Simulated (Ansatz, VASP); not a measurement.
BiPt: VASP beside Ansatz

INCAR

```
PREC     = Accurate       # precision mode
ENCUT    = 520            # plane-wave cutoff, eV
EDIFF    = 1E-6           # SCF threshold, eV
ISMEAR   = -1             # smearing method
SIGMA    = 0.05           # smearing width, eV
LREAL    = False          # projectors in reciprocal space
LASPH    = True           # aspherical terms in the spheres
NELM     = 100            # most SCF steps
ALGO     = Normal         # electronic algorithm
ISIF     = 2              # what is computed and relaxed
LWAVE    = False          # write WAVECAR
LCHARG   = False          # write CHGCAR
GGA      = CA             # functional
NBANDS   = 33             # bands
```

KPOINTS

```
Automatic mesh
0
Gamma
  9 9 6
```

The input POSCAR:

```
BiPt
1.0
    4.3996294977      0.0000000000      0.0000000000
   -2.1998147489      3.8101909122      0.0000000000
    0.0000000000      0.0000000000      5.5976743951
Bi Pt
2 2
Direct
    0.3333333333      0.6666666667      0.2500000000
    0.6666666667      0.3333333333      0.7500000000
    0.0000000000      0.0000000000      0.0000000000
    0.0000000000      0.0000000000      0.5000000000
```

Input for Ansatz:

```yaml
crystal:
  lattice:
    - [4.3996294977, 0.0, 0.0]
    - [-2.1998147489, 3.8101909122, 0.0]
    - [0.0, 0.0, 5.5976743951]
  atoms:
    - { symbol: Bi, position: [0.3333333333, 0.6666666667, 0.25] }
    - { symbol: Bi, position: [0.6666666667, 0.3333333333, 0.75] }
    - { symbol: Pt, position: [0.0, 0.0, 0.0] }
    - { symbol: Pt, position: [0.0, 0.0, 0.5] }
kpoints:
  mp_grid: { grid: [9, 9, 6] }
  band_path:
    path:
      - [0.0, 0.0, 0.0]
      - [0.5, 0.0, 0.0]
      - [0.3333333333, 0.3333333333, 0.0]
      - [0.0, 0.0, 0.0]
      - [0.0, 0.0, 0.5]
      - [0.5, 0.0, 0.5]
      - [0.3333333333, 0.3333333333, 0.5]
      - [0.0, 0.0, 0.5]
      - [0.5, 0.0, 0.5]
    npoints: 5
scf:
  occupations: { method: fermi_dirac, width: 0.05 }
hamiltonian:
  xc: lda
  pseudopotentials: { kind: all_electron, lapw: { basis_error: 0.0005 } }
output:
  forces: true
  stress: true
  eigenvalues: true
```

Change from the starting cell: volume scaled by 1.06.

Alike in both runs: task single point; functional LDA; k mesh 9 × 9 × 6; occupations fermi-dirac, width 0.05 eV; no spin polarisation.

|  | VASP | Ansatz |
| --- | --- | --- |
| version | VASP 6.6.1 | Ansatz 0.2.0 |
| potentials or method | VASP PAW LDA potentials, release 64 (Bi_d, Pt), cutoff 520 eV | all-electron LAPW, scalar-relativistic |

Ansatz gave:

| Quantity | Value |
| --- | --- |
| pressure (GPa) | -6.8 |
| traceless stress, the component that is largest in VASP (GPa) | -1.23 |

Task: Estimate VASP's values.

Result: Pressure (GPa): -6.5; traceless stress, the component that is largest in VASP (GPa): -1.12.

LDA's correlation is that of Perdew and Zunger in VASP and of Perdew and Wang (1992) in Ansatz. Ansatz ran all-electron here, and VASP with PAW potentials.

Neither program's run includes spin-orbit coupling.
